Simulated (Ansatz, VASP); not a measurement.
AlVC4N4 in VASP and in Ansatz

```xyz
10
Lattice="5.8341 0.0000 0.0000 0.0000 5.8341 0.0000 0.0000 0.0000 5.8341" Properties=species:S:1:pos:R:3 pbc="T T T"
Al    0.0000    0.0000    0.0000
V     2.9171    2.9171    2.9171
C     1.0825    1.0825    1.0825
C     1.0825    4.7516    4.7516
C     4.7516    1.0825    4.7516
C     4.7516    4.7516    1.0825
N     1.7580    1.7580    1.7580
N     1.7580    4.0761    4.0761
N     4.0761    1.7580    4.0761
N     4.0761    4.0761    1.7580
```

Alike in both runs: task single point; functional PBE; k mesh 4 × 4 × 4; occupations gaussian, width 0.1 eV; collinear spin.

```csv
,VASP,Ansatz
version,VASP 6.6.1,Ansatz 0.2.0
potentials or method,"VASP PAW PBE potentials, release 64 (Al, V_sv, C, N), cutoff 520 eV","scalar-relativistic, plane waves, PAW"
valence electrons in the cell,52,52
```

Ansatz gave:

```
gap on the k mesh at the Fermi level (eV)                     : none
pressure (GPa)                                                : 3.8
rms of the force components (eV/Å)                            : 0.475
net moment per atom (μB)                                      : 0.40
size of the moment on the site where the two differ most (μB) : 1.91
```

Problem. Estimate VASP's values.

Solution. gap on the k mesh at the Fermi level (eV): none; pressure (GPa): 2.5; rms of the force components (eV/Å): 0.892; net moment per atom (μB): 0.00; size of the moment on the site where the two differ most (μB): 0.00.

The net moments are unlike, so the other rows may belong to different states. Site moments also hang on the region over which each program counts them. Atom by atom the forces differ by 0.579 eV/Å (rms over components). A gap of «none» marks a metal or a gap that the smearing closes.

Noted on VASP's run: the standard files for N, O and F lose accuracy on very short bonds.
